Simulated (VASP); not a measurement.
# SiC (P6_3mc) in VASP: vibrations by perturbation theory with PBEsol

Aim: the vibrations by perturbation theory of SiC with PBEsol.

All numbers are computed with VASP 6.6.1; they aren't measurements. Logs are shortened: lines on timing, memory, paths and dates and some standing lists are left out, and cuts for length are marked.

## 1. The cell of the first run

Symmetry: P6_3mc, No. 186, hexagonal system. Conventional cell: a = 3.076 Å, b = 3.076 Å, c = 5.048 Å, α = 90.00°, β = 90.00°, γ = 120.00°. Si (site symmetry 3m) has 4 C at 1.87 to 1.94 Å within 2.5 Å. Within 2.5 Å of C (site symmetry 3m) lie 4 Si at 1.87 to 1.94 Å.

## 2. Vibrations by perturbation theory, PBEsol

Contents of INCAR:

```
ALGO = Normal ; EDIFF = 1E-8
ENCUT = 520 ; GGA = PS
IBRION = 8 ; ISIF = 2
ISMEAR = 0 ; LASPH = T
LCHARG = F ; LEPSILON = T
LREAL = F ; LWAVE = F
NBANDS = 16 ; NELM = 80
NSW = 1 ; PREC = Accurate
SIGMA = 0.01
```

Contents of KPOINTS:

```
k-points
0
Gamma
  6 6 4
```

Contents of POSCAR:

```
SiC
1.0
    3.0760000000      0.0000000000      0.0000000000
   -1.5380000000      2.6638941400      0.0000000000
    0.0000000000      0.0000000000      5.0480000000
Si C
2 2
Direct
    0.3333333340      0.6666666679      0.0000000000
    0.6666666660      0.3333333321      0.5000000000
    0.3333333340      0.6666666679      0.3850000000
    0.6666666660      0.3333333321      0.8850000000
```

Potentials or basis: VASP PAW PBE potentials, release 64 (Si, C).

Command:

```bash
> cat potpaw_PBE.64/Si/POTCAR potpaw_PBE.64/C/POTCAR > POTCAR
> mpirun -np 1 vasp_std > vasp.out
```

OUTCAR:

```text
EDIFF = 1E-8
   ENCUT = 520
   GGA = PS
   IBRION = 8
   ISIF = 2
   ISMEAR = 0
   LASPH = T
   LEPSILON = T
   LREAL = F
   NELM = 80
   NSW = 1
   PREC = Accurate

 ion  position               nearest neighbor table
   1  0.333  0.667  0.000-   4 1.87   4 1.87   4 1.87   3 1.94   2 3.09   2 3.09   2 3.09   2 3.09
                             2 3.09   2 3.09
   2  0.667  0.333  0.500-   3 1.87   3 1.87   3 1.87   4 1.94   1 3.09   1 3.09   1 3.09   1 3.09
                             1 3.09   1 3.09
   3  0.333  0.667  0.385-   2 1.87   2 1.87   2 1.87   1 1.94
   4  0.667  0.333  0.885-   1 1.87   1 1.87   1 1.87   2 1.94

  LATTYP: Found a hexagonal cell.
 ALAT       =     3.0760000000
 C/A-ratio  =     1.6410923277

  Lattice vectors:

 A1 = (   3.0760000000,   0.0000000000,   0.0000000000)
 A2 = (  -1.5380000000,   2.6638941400,   0.0000000000)
 A3 = (   0.0000000000,   0.0000000000,   5.0480000000)

Analysis of symmetry for initial positions (statically):
=====================================================================
 Subroutine PRICEL returns:
 Original cell was already a primitive cell.

 Routine SETGRP: Setting up the symmetry group for a
 hexagonal supercell.

 Subroutine GETGRP returns: Found 12 space group operations
 (whereof  6 operations were pure point group operations)
 out of a pool of 24 trial point group operations.

The static configuration has the point symmetry C_3v.
 The point group associated with its full space group is C_6v.

Analysis of symmetry for dynamics (positions and initial velocities):
=====================================================================
 Subroutine PRICEL returns:
 Original cell was already a primitive cell.

 Routine SETGRP: Setting up the symmetry group for a
 hexagonal supercell.

 Subroutine GETGRP returns: Found 12 space group operations
 (whereof  6 operations were pure point group operations)
 out of a pool of 24 trial point group operations.

The dynamic configuration has the point symmetry C_3v.
 The point group associated with its full space group is C_6v.

 Subroutine INISYM returns: Found 12 space group operations
 (whereof  6 operations are pure point group operations),
 and found     1 'primitive' translations

----------------------------------------------------------------------------------------

                                     Primitive cell

  volume of cell :      41.3640

  direct lattice vectors                    reciprocal lattice vectors
     3.076000000  0.000000000  0.000000000     0.325097529  0.187695146  0.000000000
    -1.538000000  2.663894140  0.000000000     0.000000000  0.375390292  0.000000000
     0.000000000  0.000000000  5.048000000     0.000000000  0.000000000  0.198098257

  length of vectors
     3.076000000  3.075999998  5.048000000     0.375390292  0.375390292  0.198098257

  position of ions in fractional coordinates (direct lattice)
     0.333333334  0.666666668  0.000000000
     0.666666666  0.333333332  0.500000000
     0.333333334  0.666666668  0.385000000
     0.666666666  0.333333332  0.885000000

  ion indices of the primitive-cell ions
   primitive index   ion index
                 1           1
[... 586 lines left out ...]
     0.00000  0.00000 -0.76737

[... ionic steps 4 to 9 ...]

--------------------------------------- Ionic step       10  -------------------------------------------

------------------------ aborting loop because EDIFF is reached ----------------------------------------

[... ionic steps 11 to 11 ...]

--------------------------------------- Ionic step       12  -------------------------------------------

 Free energy of the ion-electron system (eV)
  ---------------------------------------------------
  ---------------------------------------------------
  free energy    TOTEN  =        -0.13465284 eV

  energy without entropy =       -0.13465284

------------------------ aborting loop because EDIFF is reached ----------------------------------------

 INTERNAL STRAIN TENSOR  FOR ION    3  DIRECTION 3   (eV/Angst):
 -----------------------------------------------------------------------------
     5.41942 -0.00000 -0.00000
     0.00000  5.41942 -0.00000
    -0.00000  0.00000 -6.89528

 MACROSCOPIC STATIC DIELECTRIC TENSOR (including local field effects in DFT)
 ------------------------------------------------------
           7.413185    -0.000000     0.000000
          -0.000000     7.413185     0.000000
           0.000000     0.000000     7.475170
 ------------------------------------------------------

 PIEZOELECTRIC TENSOR (including local field effects)  for field in x, y, z        (e  Angst)
          XX          YY          ZZ          XY          YZ          ZX
  --------------------------------------------------------------------------------
  x     0.00000     0.00000     0.00000     0.00000     0.00000     1.46085
  y     0.00000     0.00000    -0.00000     0.00000     1.46085     0.00000
  z     1.26654     1.26654    -1.98114     0.00000     0.00000     0.00000

 PIEZOELECTRIC TENSOR (including local field effects)  for field in x, y, z        (C/m^2)
          XX          YY          ZZ          XY          YZ          ZX
  --------------------------------------------------------------------------------
  x     0.00000     0.00000     0.00000     0.00000     0.00000     0.56584
  y     0.00000     0.00000    -0.00000     0.00000     0.56584     0.00000
  z     0.49058     0.49058    -0.76737     0.00000     0.00000     0.00000

 BORN EFFECTIVE CHARGES (including local field effects) (in |e|, cummulative output)
 ---------------------------------------------------------------------------------
 ion    1
    1     2.70070     0.00000     0.00000
    2    -0.00000     2.70070    -0.00000
    3     0.00000    -0.00000     2.91230
 ion    2
    1     2.70070     0.00000     0.00000
    2     0.00000     2.70070     0.00000
    3     0.00000     0.00000     2.91230
 ion    3
    1    -2.70070     0.00000     0.00000
    2    -0.00000    -2.70070     0.00000
    3     0.00000     0.00000    -2.91230
 ion    4
    1    -2.70070     0.00000     0.00000
    2     0.00000    -2.70070     0.00000
    3     0.00000     0.00000    -2.91230

 INTERNAL STRAIN TENSOR FOR ION    4 for displacements in x,y,z  (eV/Angst):
          X           Y           Z          XY          YZ          ZX
  --------------------------------------------------------------------------------
  x     0.00000     0.00000    -0.00000    11.17387     0.00000     5.72852
  y    11.17387   -11.17387     0.00000    -0.00000     5.88047     0.00000
  z     5.41942     5.41942    -6.89528     0.00000     0.00000     0.00000

 SECOND DERIVATIVES (NOT SYMMETRIZED)
 ------------------------------------
               1X          1Y          1Z          2X          2Y          2Z          3X          3Y          3Z          4X          4Y          4Z
  1X   -21.794763    0.000000    0.000000    0.580225   -0.000000   -0.000000    2.141874    0.000000   -0.000000   19.072664   -0.000000   -0.000000
  1Y     0.000000  -21.794763    0.000000    0.000000    0.580225    0.000000   -0.000000    2.141874    0.000000    0.000000   19.072664    0.000000
  1Z     0.000000    0.000000  -23.350191    0.000000    0.000000    8.911186    0.000000   -0.000000    6.107773    0.000000    0.000000    8.331232
  2X     0.580225   -0.000000    0.000000  -21.794763    0.000000   -0.000000   19.072664   -0.000000    0.000000    2.141874   -0.000000    0.000000
  2Y    -0.000000    0.580225    0.000000    0.000000  -21.794763    0.000000    0.000000   19.072664   -0.000000    0.000000    2.141874    0.000000
  2Z     0.000000   -0.000000    8.911186   -0.000000   -0.000000  -23.350191    0.000000    0.000000    8.331232   -0.000000    0.000000    6.107773
  3X     2.132297   -0.000000   -0.000000   19.079721    0.000000    0.000000  -21.298476    0.000000    0.000000    0.086458    0.000000    0.000000
  3Y     0.000000    2.132297    0.000000   -0.000000   19.079721    0.000000    0.000000  -21.298476    0.000000    0.000000    0.086458    0.000000
  3Z     0.000000   -0.000000    6.079939    0.000000   -0.000000    8.354499    0.000000    0.000000  -20.700731    0.000000   -0.000000    6.266293
  4X    19.079721    0.000000    0.000000    2.132297   -0.000000    0.000000    0.086458    0.000000    0.000000  -21.298476   -0.000000    0.000000
  4Y     0.000000   19.079721    0.000000    0.000000    2.132297    0.000000    0.000000    0.086458   -0.000000    0.000000  -21.298476    0.000000
  4Z     0.000000    0.000000    8.354499    0.000000    0.000000    6.079939   -0.000000    0.000000    6.266293    0.000000    0.000000  -20.700731

 Eigenvectors and eigenvalues of the dynamical matrix
 ----------------------------------------------------

   1 f  =   24.824080 THz   155.974297 2PiTHz  828.042192 cm-1   102.664101 meV
             X         Y         Z           dx          dy          dz
      0.000000  1.775929  0.000000     0.387028   -0.000000   -0.000000
      1.538000  0.887965  2.524000     0.387028   -0.000000   -0.000000
      0.000000  1.775929  1.943480    -0.591785    0.000000    0.000000
      1.538000  0.887965  4.467480    -0.591785    0.000000   -0.000000
[... 71 lines left out ...]
  12 f/i=    0.001484 THz     0.009323 2PiTHz    0.049495 cm-1     0.006137 meV
             X         Y         Z           dx          dy          dz
      0.000000  1.775929  0.000000     0.000000   -0.000000   -0.591768
      1.538000  0.887965  2.524000     0.000000   -0.000000   -0.591768
      0.000000  1.775929  1.943480     0.000000   -0.000000   -0.387055
      1.538000  0.887965  4.467480     0.000000   -0.000000   -0.387055

--------------------------------------------------------------------------------------------------------

 MACROSCOPIC STATIC DIELECTRIC TENSOR IONIC CONTRIBUTION
 ------------------------------------------------------
           3.008278    -0.000000    -0.000000
          -0.000000     3.008278    -0.000000
          -0.000000    -0.000000     5.140165
 ------------------------------------------------------

 ELASTIC MODULI CONTR FROM IONIC RELAXATION (kBar)
 Direction    XX          YY          ZZ          XY          YZ          ZX
 --------------------------------------------------------------------------------
 XX        -610.0422    294.5384    200.7461      0.0000      0.0000      0.0000
 YY         294.5384   -610.0422    200.7461     -0.0000     -0.0000     -0.0000
 ZZ         200.7461    200.7461   -255.4579     -0.0000     -0.0000     -0.0000
 XY           0.0000     -0.0000     -0.0000   -452.2903     -0.0000     -0.0000
 YZ           0.0000      0.0000     -0.0000     -0.0000   -110.4266      0.0000
 ZX           0.0000     -0.0000     -0.0000     -0.0000      0.0000   -119.1891
 --------------------------------------------------------------------------------

 PIEZOELECTRIC TENSOR IONIC CONTR  for field in x, y, z        (C/m^2)
          XX          YY          ZZ          XY          YZ          ZX
  --------------------------------------------------------------------------------
  x     0.00000    -0.00000    -0.00000     0.00000     0.00000    -0.56344
  y     0.00000    -0.00000    -0.00000    -0.00000    -0.54234     0.00000
  z    -0.84732    -0.84732     1.07825     0.00000     0.00000     0.00000
```

It took 6.8 min on 1 thread of Intel Xeon 8259CL, shared host; peak memory 0.27 GiB.

Results:

* Electronic dielectric tensor (diagonal): 7.41, 7.41, 7.48
* Born charges (mean of the diagonal): Si +2.77; C -2.77 e
* Highest phonon frequency at Γ, LO-TO splitting left out: 828 cm⁻¹

Phonon frequencies in cm⁻¹ (negative: imaginary):
| q point | frequencies |
| --- | --- |
| (0.000, 0.000, 0.000) | 0 0 0 257 257 556 683 784 797 797 828 828 |

Electronic dielectric tensor:
```
7.41 0.00 0.00
0.00 7.41 0.00
0.00 0.00 7.48
```

Born effective charge tensors (e):
atom 1, Si
```
2.70 0.00 0.00
0.00 2.70 0.00
0.00 0.00 2.91
```
atom 2, Si
```
2.70 0.00 0.00
0.00 2.70 0.00
0.00 0.00 2.91
```
atom 3, C
```
-2.70  0.00  0.00
 0.00 -2.70  0.00
 0.00  0.00 -2.91
```
atom 4, C
```
-2.70  0.00  0.00
 0.00 -2.70  0.00
 0.00  0.00 -2.91
```

Caveat: the k points lie up to 0.39 Å⁻¹ apart.
